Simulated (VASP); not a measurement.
# KF (Pm-3m) in VASP: settings compared, part 2 of 2

VASP 6.6.1. Earlier steps stand in the parts before.

**3. Single point, r2SCAN**

Contents of POSCAR:

```
KF
1.0
    3.1788706642      0.0000000000      0.0000000000
    0.0000000000      3.1788706642      0.0000000000
    0.0000000000      0.0000000000      3.1788706642
K F
1 1
Direct
    0.0000000000      0.0000000000      0.0000000000
    0.5000000000      0.5000000000      0.5000000000
```

Contents of INCAR.step1:

```
SYSTEM = KF
ALGO     = Normal         ! electronic algorithm
EDIFF    = 1E-4           ! SCF threshold, eV
ENCUT    = 520            ! plane-wave cutoff, eV
GGA      = PE             ! functional
ISMEAR   = 0              ! smearing method
LASPH    = .True.         ! aspherical terms in the spheres
LCHARG   = .False.        ! write CHGCAR
LREAL    = .False.        ! projectors in reciprocal space
LWAVE    = .True.         ! write WAVECAR
NBANDS   = 15             ! bands
NELM     = 80             ! most SCF steps
PREC     = Accurate       ! precision mode
SIGMA    = 0.01           ! smearing width, eV
```

Contents of INCAR.step2:

```
SYSTEM = KF
ALGO     = Normal         ! electronic algorithm
EDIFF    = 1E-7           ! SCF threshold, eV
ENCUT    = 520            ! plane-wave cutoff, eV
ISIF     = 2              ! what is computed and relaxed
ISMEAR   = 0              ! smearing method
ISTART   = 1            
LASPH    = .True.         ! aspherical terms in the spheres
LCHARG   = .False.        ! write CHGCAR
LMIXTAU  = .True.       
LREAL    = .False.        ! projectors in reciprocal space
LWAVE    = .False.        ! write WAVECAR
METAGGA  = R2SCAN         ! meta-GGA
NBANDS   = 15             ! bands
NELM     = 80             ! most SCF steps
PREC     = Accurate       ! precision mode
SIGMA    = 0.01           ! smearing width, eV
```

Contents of KPOINTS:

```
k-points
0
Gamma
  6 6 6
  0 0 0
```

Potentials or basis: VASP PAW PBE potentials, release 64 (K_sv, F).

Run with:

```bash
$ cat potpaw_PBE.64/K_sv/POTCAR potpaw_PBE.64/F/POTCAR > POTCAR
$ cp INCAR.step1 INCAR
$ mpirun -np 1 vasp_std > vasp.out
$ cp INCAR.step2 INCAR
$ mpirun -np 1 vasp_std > vasp.out
```

OUTCAR:

```text
SYSTEM = KF
   EDIFF = 1E-7
   ENCUT = 520
   ISIF = 2
   ISMEAR = 0
   ISTART = 1
   LASPH = .True.
   LREAL = .False.
   METAGGA = R2SCAN
   NELM = 80
   PREC = Accurate

 ion  position               nearest neighbor table
   1  0.000  0.000  0.000-   2 2.75   2 2.75   2 2.75   2 2.75   2 2.75   2 2.75   2 2.75   2 2.75

   2  0.500  0.500  0.500-   1 2.75   1 2.75   1 2.75   1 2.75   1 2.75   1 2.75   1 2.75   1 2.75

  LATTYP: Found a simple cubic cell.
 ALAT       =     3.1788706642

  Lattice vectors:

 A1 = (   3.1788706642,   0.0000000000,   0.0000000000)
 A2 = (   0.0000000000,   3.1788706642,   0.0000000000)
 A3 = (   0.0000000000,   0.0000000000,   3.1788706642)

Analysis of symmetry for initial positions (statically):
=====================================================================
 Subroutine PRICEL returns:
 Original cell was already a primitive cell.

 Routine SETGRP: Setting up the symmetry group for a
 simple cubic supercell.

 Subroutine GETGRP returns: Found 48 space group operations
 (whereof 48 operations were pure point group operations)
 out of a pool of 48 trial point group operations.

The static configuration has the point symmetry O_h .

Analysis of symmetry for dynamics (positions and initial velocities):
=====================================================================
 Subroutine PRICEL returns:
 Original cell was already a primitive cell.

 Routine SETGRP: Setting up the symmetry group for a
 simple cubic supercell.

 Subroutine GETGRP returns: Found 48 space group operations
 (whereof 48 operations were pure point group operations)
 out of a pool of 48 trial point group operations.

The dynamic configuration has the point symmetry O_h .

 Subroutine INISYM returns: Found 48 space group operations
 (whereof 48 operations are pure point group operations),
 and found     1 'primitive' translations
[... 115 lines left out ...]
   METAGGA = R2SCAN    functional components
   LHFCALC =     F    Hartree Fock is set to
   AEXX    =    0.0000 exact exchange contribution
   IVDW    =     0    specifies the selected vdW correction
   LEPSILON=     F    determine dielectric tensor
   LRPA    =     F    only Hartree local field effects (RPA)
 non-spin polarized calculation
 Gauss-broadening in eV      SIGMA  =   0.01
  energy-cutoff  :      520.00
  volume of cell :       32.12
 maximum number of plane-waves:       912
 NGX is ok and might be reduce to    24
   NGX = 11   NGY = 11   NGZ = 11

 number of electron      15.9999985 magnetization

 Free energy of the ion-electron system (eV)
  ---------------------------------------------------
  ext. energy  EPLUGINS =         0.00000000
  ---------------------------------------------------
  free energy    TOTEN  =       -14.85968020 eV

  energy without entropy =      -14.85968020  energy(sigma->0) =      -14.85968020

 E-fermi :  -2.2114     XC(G=0):  -9.9026

 val. band max:       -2.3434412379   @ k =   0.5000   0.5000   0.0000
 cond. band min:       5.3841513378   @ k =   0.0000   0.0000   0.0000
 fundamental gap:      7.7275925757
 Fermi energy:        -2.2114263381

 k-point     1 :       0.0000    0.0000    0.0000
  band No.  band energies     occupation
      1     -30.2055      2.00000
      2     -22.4362      2.00000
      3     -12.3733      2.00000
      4     -12.3733      2.00000
      5     -12.3733      2.00000
      6      -2.3767      2.00000
      7      -2.3767      2.00000
      8      -2.3767      2.00000
      9       5.3842      0.00000
     10       6.7529      0.00000
     11       6.7529      0.00000
     12      12.8832      0.00000
     13      12.8832      0.00000
     14      12.8832      0.00000
[... 329 lines left out ...]
      2     -22.2608      2.00000
      3     -13.0539      2.00000
      4     -13.0539      2.00000
      5     -13.0539      2.00000
      6      -3.4947      2.00000
      7      -3.4947      2.00000
      8      -3.4947      2.00000
      9       9.2914      0.00000
     10       9.2914      0.00000
     11       9.2914      0.00000
     12      14.7009      0.00000
     13      14.7014      0.00000
     14      14.9369      0.00000
     15      14.9369      0.00000

------------------------ aborting loop because EDIFF is reached ----------------------------------------

  FORCE on cell =-STRESS in cart. coord.  units (eV):
  Direction    XX          YY          ZZ          XY          YZ          ZX
  --------------------------------------------------------------------------------------
  -------------------------------------------------------------------------------------
  Total       -0.0015764     -0.0015764     -0.0015764     -0.0000000      0.0000000      0.0000000
  in kB       -0.0786225     -0.0786225     -0.0786225     -0.0000000      0.0000000      0.0000000
  external PRESSURE =      -0.0786225 kB  Pullay stress =       0.0000000 kB

 VOLUME and BASIS-vectors are now :
 -----------------------------------------------------------------------------
  energy-cutoff  :      520.00
  volume of cell :       32.12
      direct lattice vectors                 reciprocal lattice vectors
     3.178870664  0.000000000  0.000000000     0.314577127  0.000000000  0.000000000
     0.000000000  3.178870664  0.000000000     0.000000000  0.314577127  0.000000000
     0.000000000  0.000000000  3.178870664     0.000000000  0.000000000  0.314577127

 POSITION                                       TOTAL-FORCE (eV/Angst)
 -----------------------------------------------------------------------------------
      0.00000      0.00000      0.00000         0.000000      0.000000      0.000000
      1.58944      1.58944      1.58944         0.000000      0.000000      0.000000
 -----------------------------------------------------------------------------------
    total drift:                                0.000000      0.000000     -0.000000

  FREE ENERGIE OF THE ION-ELECTRON SYSTEM (eV)
  ---------------------------------------------------
  free  energy   TOTEN  =       -14.8596801984 eV

  energy  without entropy=      -14.8596801984  energy(sigma->0) =      -14.85968020
```

OUTCAR.step1:

```text
SYSTEM = KF
   EDIFF = 1E-4
   ENCUT = 520
   GGA = PE
   ISMEAR = 0
   LASPH = .True.
   LREAL = .False.
[... 575 lines left out ...]
      0.00000      0.00000      0.00000         0.000000      0.000000      0.000000
      1.58944      1.58944      1.58944         0.000000      0.000000      0.000000
 -----------------------------------------------------------------------------------
    total drift:                                0.000000      0.000000     -0.000000

  FREE ENERGIE OF THE ION-ELECTRON SYSTEM (eV)
  ---------------------------------------------------
  free  energy   TOTEN  =        -8.0683226152 eV

  energy  without entropy=       -8.0683226152  energy(sigma->0) =       -8.06832262
```

OSZICAR.step1:

```text
N       E                     dE             d eps       ncg     rms          rms(c)
DAV:   1     0.110173340084E+03    0.11017E+03   -0.85457E+03   600   0.107E+03
DAV:   2    -0.545457425499E+01   -0.11563E+03   -0.10784E+03   784   0.295E+02
DAV:   3    -0.915944354174E+01   -0.37049E+01   -0.36912E+01   768   0.460E+01
DAV:   4    -0.926414506092E+01   -0.10470E+00   -0.10469E+00   804   0.735E+00
DAV:   5    -0.926628531608E+01   -0.21403E-02   -0.21402E-02   856   0.850E-01    0.604E+00
DAV:   6    -0.813248172578E+01    0.11338E+01   -0.26667E+00   642   0.140E+01    0.416E+00
DAV:   7    -0.808984795996E+01    0.42634E-01   -0.65762E-02   727   0.228E+00    0.221E+00
DAV:   8    -0.806751863930E+01    0.22329E-01   -0.38978E-02   691   0.206E+00    0.291E-01
DAV:   9    -0.806813307632E+01   -0.61444E-03   -0.27224E-03   780   0.514E-01    0.110E-01
DAV:  10    -0.806829148237E+01   -0.15841E-03   -0.35260E-04   669   0.191E-01    0.790E-02
DAV:  11    -0.806832261524E+01   -0.31133E-04   -0.39827E-05   482   0.705E-02
   1 F= -.80683226E+01 E0= -.80683226E+01  d E =-.173122E-81
```

Wall time 32 s (1 thread of Intel Xeon 8259CL, shared host); peak memory 0.15 GiB.

What came out:

- Free energy: -14.8597 eV
- Pressure: 0.0 GPa
- Band gap on the k mesh: 7.73 eV (least direct gap 7.76 eV)

Levels at points of the mesh, in eV from the valence-band top:
| k point | band 5 | band 6 | band 7 | band 8 | band 9 | band 10 | band 11 | band 12 |
| --- | --- | --- | --- | --- | --- | --- | --- | --- |
| (0.00, 0.00, 0.00) | -10.03 | -0.03 | -0.03 | -0.03 | 7.73 | 9.10 | 9.10 | 15.23 |
| (0.50, 0.00, 0.00) | -9.89 | -1.29 | -0.18 | -0.18 | 10.18 | 10.73 | 12.64 | 13.72 |
| (0.50, 0.50, 0.00) | -9.80 | -0.62 | -0.62 | 0.00 | 9.48 | 10.06 | 13.06 | 13.06 |
| (0.50, 0.50, 0.50) | -10.71 | -1.15 | -1.15 | -1.15 | 11.63 | 11.63 | 11.63 | 17.04 |

Caveat: the PAW data sets were made with another functional, which shifts forces and pressure a little. A k mesh can miss the band edges.

**4. Single point, r2SCAN**

POSCAR is that of step 3.

Contents of INCAR.step1:

```
  PREC = Accurate
  ENCUT = 520
  ISMEAR = 0
  SIGMA = 0.01
  LREAL = F
  LASPH = T
  NELM = 80
  NBANDS = 15
  GGA = PE
  ALGO = Normal
  EDIFF = 1E-4
  LWAVE = T
  LCHARG = F
```

Contents of INCAR.step2:

```
  PREC = Accurate
  ENCUT = 520
  EDIFF = 1E-7
  ISMEAR = 0
  SIGMA = 0.01
  LREAL = F
  LASPH = T
  NELM = 80
  ALGO = Normal
  ISIF = 2
  LWAVE = F
  LCHARG = F
  METAGGA = R2SCAN
  LMIXTAU = T
  NBANDS = 15
  ISTART = 1
```

Contents of KPOINTS:

```
regular mesh
0
Gamma
  6 6 6
```

Run with:

```bash
$ cat potpaw_PBE.64/K_sv/POTCAR potpaw_PBE.64/F/POTCAR > POTCAR
$ cp INCAR.step1 INCAR
$ mpirun -np 1 vasp_std > vasp.out
$ cp INCAR.step2 INCAR
$ mpirun -np 1 vasp_std > vasp.out
```

Run time: 41 s. Hardware: 1 thread of Intel Xeon 8259CL, shared host; peak memory 0.14 GiB.

Results (log left out):

| Property | Result |
| --- | --- |
| Free energy | -14.8597 eV |
| Pressure | 0.0 GPa |
| Band gap on the k mesh | 7.73 eV (least direct gap 7.76 eV) |

Levels at points of the mesh, in eV from the valence-band top:
```csv
k point,band 5,band 6,band 7,band 8,band 9,band 10,band 11,band 12
"(0.00, 0.00, 0.00)",-10.03,-0.03,-0.03,-0.03,7.73,9.10,9.10,15.23
"(0.50, 0.00, 0.00)",-9.89,-1.29,-0.18,-0.18,10.18,10.73,12.64,13.72
"(0.50, 0.50, 0.00)",-9.80,-0.62,-0.62,0.00,9.48,10.06,13.06,13.06
"(0.50, 0.50, 0.50)",-10.71,-1.15,-1.15,-1.15,11.63,11.63,11.63,17.04
```

Caveat: the PAW data sets were made with another functional, which shifts forces and pressure a little. A k mesh can miss the band edges.
